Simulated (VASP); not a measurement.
Write the native input for VASP 6.6.1 that does the following.

```yaml
Task: single point
Functional: RPBE
Potentials_or_basis: VASP PAW PBE potentials, release 64 (Be)
Cutoff: 520 eV
k_mesh: 16 × 16 × 16
Occupations: fermi-dirac, width 0.1 eV
Spin: no spin polarisation
Dipole_correction: no
Further_INCAR_settings: ALGO = Normal; EDIFF = 1e-06; NBANDS = 7
```

The structure of Be lies in POSCAR:

```
Be
1.0
    2.2203391219      0.0000000000      0.0000000000
    0.0000000000      2.2203391219      0.0000000000
    0.0000000000      0.0000000000      2.2203391219
Be
1
Direct
    0.0000000000      0.0000000000      0.0000000000
```

This cell differs from its parent crystal: volume scaled by 1.04.

The input as run:

INCAR

```
  PREC = Accurate
  ENCUT = 520
  EDIFF = 1E-6
  ISMEAR = -1
  SIGMA = 0.1
  LREAL = False
  LASPH = True
  NELM = 80
  ALGO = Normal
  ISIF = 2
  LWAVE = False
  LCHARG = False
  GGA = RP
  NBANDS = 7
```

KPOINTS

```
regular mesh
0
Gamma
  16 16 16
```

Potentials or basis: VASP PAW PBE potentials, release 64 (Be).

Run with:

```console
$ cat potpaw_PBE.64/Be/POTCAR > POTCAR
$ mpirun -np 1 vasp_std > vasp.out
```

It gave:

The pressure is -2.6 GPa and the band gap on the k mesh is zero (band 1 reaches 9.61 eV, above the bottom of band 2 at 2.53 eV).

Caveat: the PAW data sets were made with another functional, which shifts forces and pressure a little.

Run time: 4.9 s on 1 thread of Intel(R) Xeon(R) Platinum 8488C (Sapphire Rapids) (shared host), peak memory 0.11 GiB.
